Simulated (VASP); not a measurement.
Here is a VASP 6.6.1 calculation.

INCAR

```
  PREC = Accurate
  ENCUT = 520
  EDIFF = 1E-6
  ISMEAR = 0
  SIGMA = 0.15
  LREAL = False
  LASPH = True
  NELM = 60
  ALGO = Fast
  ISIF = 2
  LWAVE = False
  LCHARG = False
  GGA = PE
  NBANDS = 8
```

The input KPOINTS:

```
regular mesh
0
Gamma
  20 20 20
```

Contents of POSCAR:

```
Al
1.0
    0.0000000000      1.9733805000      2.0745795000
    1.9733805000      0.0000000000      2.0745795000
    1.9733805000      1.9733805000      0.0000000000
Al
1
Direct
    0.0000000000      0.0000000000      0.0000000000
```

Potentials or basis: VASP PAW PBE potentials, release 64 (Al).

Launch:

```console
$ cat potpaw_PBE.64/Al/POTCAR > POTCAR
$ mpirun -np 1 vasp_std > vasp.out
```

Question: Predict the band gap on the k mesh.

Answer: Zero (an odd number of electrons rules out a gap without spin polarisation).

Question: What does it give for the pressure?

Answer: 1.8 GPa.

Stress tensor (GPa, compression positive):
```
 2.75  0.00  0.00
 0.00  2.75  0.00
 0.00  0.00 -0.22
```

Caveat: the cell differs from its parent crystal (strain -0.025 along x and y, +0.025 along z).
